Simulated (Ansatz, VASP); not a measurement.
**Ca2SeO: VASP beside Ansatz**

File INCAR:

```
SYSTEM = Ca2SeO
PREC     = Accurate       ! precision mode
ENCUT    = 520            ! plane-wave cutoff, eV
EDIFF    = 1E-6           ! SCF threshold, eV
ISMEAR   = 0              ! smearing method
SIGMA    = 0.01           ! smearing width, eV
LREAL    = .False.        ! projectors in reciprocal space
LASPH    = .True.         ! aspherical terms in the spheres
NELM     = 60             ! most SCF steps
ALGO     = Normal         ! electronic algorithm
ISIF     = 2              ! what is computed and relaxed
LWAVE    = .False.        ! write WAVECAR
LCHARG   = .False.        ! write CHGCAR
GGA      = PE             ! functional
NBANDS   = 24             ! bands
```

KPOINTS

```
Automatic mesh
0
Gamma
  6 6 4
  0 0 0
```

File POSCAR:

```
Ca2SeO
1.0
    3.8233195347      0.0000000000      0.0000000000
    0.0000000000      3.8233195347      0.0000000000
    0.0000000000      0.0000000000      5.4128851321
O Ca Se
1 2 1
Direct
    0.0000000000      0.0000000000      0.0000000000
    0.0000000000      0.0000000000      0.5000000000
    0.5000000000      0.5000000000      0.0000000000
    0.5000000000      0.5000000000      0.5000000000
```

Input for Ansatz:

```yaml
crystal:
  lattice:
    - [3.8233195347, 0.0, 0.0]
    - [0.0, 3.8233195347, 0.0]
    - [0.0, 0.0, 5.4128851321]
  atoms:
    - { symbol: O, position: [0.0, 0.0, 0.0] }
    - { symbol: Ca, position: [0.0, 0.0, 0.5] }
    - { symbol: Se, position: [0.5, 0.5, 0.5] }
    - { symbol: Ca, position: [0.5, 0.5, 0.0] }
kpoints:
  mp_grid: { grid: [6, 6, 4] }
hamiltonian:
  xc: pbe
scf:
  occupations: { method: fixed }
  n_extra_bands: 5
output:
  forces: true
  stress: true
  eigenvalues: true
```

Alike in both runs: task single point; functional PBE; k mesh 6 × 6 × 4; no spin polarisation.

```csv
,VASP,Ansatz
version,VASP 6.6.1,Ansatz 0.2.0
potentials or method,"VASP PAW PBE potentials, release 64 (O, Ca_sv, Se)","plane waves, PAW"
plane-wave cutoff (eV),520,420
occupations,"gaussian, width 0.01 eV",fixed
valence electrons in the cell,32,42
```

|  | VASP | Ansatz | Ansatz less VASP |
| --- | --- | --- | --- |
| gap on the k mesh at the Fermi level (eV) | 1.98 | 2.00 | +0.014 |
| pressure (GPa) | 4.6 | 4.3 | -0.30 |

VASP's potentials hold 32 valence electrons a cell and Ansatz's 42, so a difference there can come from the potentials and not from the codes.
